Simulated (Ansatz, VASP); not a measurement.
# One calculation of BeTe, two programs

```xyz
2
Lattice="0.0000 2.6874 2.6874 2.6874 0.0000 2.6874 2.6874 2.6874 0.0000" Properties=species:S:1:pos:R:3 pbc="T T T"
Be    2.6874    2.6874    2.6874
Te    0.0000    0.0000    0.0000
```

Change from the starting cell: species swapped into the DyAs type (Fm-3m, No. 225).

Alike in both runs: functional PBE; k mesh 6 × 6 × 6; occupations gaussian, width 0.2 eV; no spin polarisation.

Ansatz relaxed the structure, and its values are those at the end. VASP's run is a single point on that final structure, the one shown.

```csv
,VASP,Ansatz
version,VASP 6.6.1,Ansatz 0.2.0
potentials or method,"VASP PAW PBE potentials, release 64 (Be, Te), cutoff 600 eV","scalar-relativistic, plane waves, PAW"
valence electrons in the cell,8,18
```

VASP gave:

```
gap on the k mesh at the Fermi level (eV) : none
pressure (GPa)                            : -0.5
```

Question: Estimate Ansatz's values.

Answer: gap on the k mesh at the Fermi level (eV): none; pressure (GPa): -0.6.

A gap of «none» marks a metal or a gap that the smearing closes. The functional is the same, so the differences come from potentials, cutoffs and numerics. VASP's potentials hold 8 valence electrons a cell and Ansatz's 18, so a difference there can come from the potentials and not from the codes.

Neither program's run includes spin-orbit coupling.
